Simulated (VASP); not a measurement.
A run of VASP 6.6.1 is set up as follows.

Contents of INCAR:

```
PREC = Accurate
ENCUT = 520
EDIFF = 1E-7
ISMEAR = -1
SIGMA = 0.03
LREAL = False
LASPH = True
NELM = 100
ALGO = Normal
ISIF = 2
LWAVE = False
LCHARG = False
GGA = PE
NBANDS = 22
```

File KPOINTS:

```
regular mesh
0
Gamma
  11 11 11
```

Contents of POSCAR:

```
Bi
1.0
    2.2729996784      1.3123169762      3.9144600000
   -2.2729996784      1.3123169762      3.9144600000
    0.0000000000     -2.6246339523      3.9144600000
Bi
2
Direct
    0.2338900000      0.2338900000      0.2338900000
    0.7661100000      0.7661100000      0.7661100000
```

Potentials or basis: VASP PAW PBE potentials, release 64 (Bi_d).

The run is started by

```sh
$ cat potpaw_PBE.64/Bi_d/POTCAR > POTCAR
$ mpirun -np 1 vasp_std > vasp.out
```

Task: Estimate the band gap on the k mesh.

Result: Zero (band 15 reaches 6.35 eV, above the bottom of band 16 at 6.31 eV).

Task: Estimate the pressure.

Result: 2.2 GPa.

Stress tensor (GPa, compression positive):
```
2.09 0.00 0.00
0.00 2.09 0.00
0.00 0.00 2.39
```

Caveat: the cell differs from its parent crystal (zz strain of -1 %); spin-orbit coupling is left out, which moves the levels of the heavy elements.
